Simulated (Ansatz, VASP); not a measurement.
## SiC3 in VASP and in Ansatz

```xyz
4
Lattice="1.3740 0.7933 4.6974 -1.3740 0.7933 4.6974 0.0000 -1.5865 4.6974" Properties=species:S:1:pos:R:3 pbc="T T T"
C     1.3740    0.7933    4.8200
C     0.0000    0.0000    6.8744
C     0.0000    0.0000    5.3406
Si    0.0000    0.0000   12.3237
```

Change from the starting cell: epitaxial_xy strain -2.9%.

Alike in both runs: task single point; functional PBE; k mesh 10 × 10 × 10; occupations fermi-dirac, width 0.02 eV; no spin polarisation.

|  | VASP | Ansatz |
| --- | --- | --- |
| version | VASP 6.6.1 | Ansatz 0.2.0 |
| potentials or method | VASP PAW PBE potentials, release 64 (C, Si) | plane waves, PAW |
| plane-wave cutoff (eV) | 520 | 420 |
| valence electrons in the cell | 16 | 16 |

|  | VASP | Ansatz | Ansatz less VASP |
| --- | --- | --- | --- |
| gap on the k mesh at the Fermi level (eV) | 1.05 | 1.06 | +0.009 |
| pressure (GPa) | 18.6 | 18.5 | -0.05 |
| traceless stress, the component that is largest in VASP (GPa) | -14.06 | -13.94 | +0.116 |
| rms of the force components (eV/Å) | 0.157 | 0.169 | +0.0126 |

Atom by atom the forces differ by 0.015 eV/Å (rms over components). With one functional, cell and mesh, what is left measures potentials, basis and numerics.
